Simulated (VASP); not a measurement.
Set up this calculation in VASP 6.6.1, as the native input.

```yaml
Task: single point
Functional: PBE
Dispersion: D3(BJ)
Potentials_or_basis: VASP PAW PBE potentials, release 64 (F)
Cutoff: 520 eV
k_mesh: 8 × 8 × 4
Occupations: gaussian, width 0.05 eV
Spin: no spin polarisation
Dipole_correction: no
Further_INCAR_settings: ALGO = Normal; EDIFF = 1e-07; NBANDS = 22
```

The structure of F lies in POSCAR:

```
F
1.0
    2.9512705687     -1.8021062188      0.3114562429
    2.9512705687      1.8021062188      0.3114562429
   -0.8461254206      0.0000000000      6.7874529281
F
4
Direct
    0.9138648456      0.5855481450      0.0939279973
    0.4144518550      0.0861351544      0.4060720027
    0.0861351544      0.4144518550      0.9060720027
    0.5855481450      0.9138648456      0.5939279973
```

The input as run:

INCAR

```
PREC = Accurate
ENCUT = 520
EDIFF = 1E-7
ISMEAR = 0
SIGMA = 0.05
LREAL = F
LASPH = T
NELM = 100
ALGO = Normal
ISIF = 2
LWAVE = F
LCHARG = F
GGA = PE
IVDW = 12
NBANDS = 22
```

KPOINTS

```
Automatic mesh
0
Gamma
  8 8 4
```

Potentials or basis: VASP PAW PBE potentials, release 64 (F).

Launch:

```sh
$ cat potpaw_PBE.64/F/POTCAR > POTCAR
$ mpirun -np 1 vasp_std > vasp.out
```

It gave:

```json
{
 "Pressure": "-0.5 GPa",
 "Largest force": "0.072 eV/Å",
 "Band gap on the k mesh": "2.89 eV",
 "Dispersion energy per atom": "-0.025 eV"
}
```

Wall time 2.2 min on 1 thread of Oxide Virtual Turin-like Processor (shared host), peak memory 0.21 GiB.
